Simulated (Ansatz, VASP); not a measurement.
## Sn in VASP and in Ansatz

```xyz
2
Lattice="0.0000 3.2333 3.2333 3.2333 0.0000 3.2333 3.2333 3.2333 0.0000" Properties=species:S:1:pos:R:3 pbc="T T T"
Sn    4.8500    4.8500    4.8500
Sn    3.2333    3.2333    3.2333
```

Alike in both runs: functional RPBE; k mesh 7 × 7 × 7; occupations fermi-dirac, width 0.05 eV; no spin polarisation.

```csv
,VASP,Ansatz
version,VASP 6.6.1,Ansatz 0.2.0
potentials or method,"VASP PAW PBE potentials, release 64 (Sn_d), cutoff 520 eV","all-electron LAPW, scalar-relativistic"
task,single point,band structure
```

```tsv
	VASP	Ansatz	Ansatz less VASP
gap on the k mesh at the Fermi level (eV)	none	none	-
pressure (GPa)	5.2	5.2	+0.03
```

VASP's potentials were made for PBE, not for RPBE. A gap of «none» marks a metal or a gap that the smearing closes. Ansatz ran all-electron here, and VASP with PAW potentials.
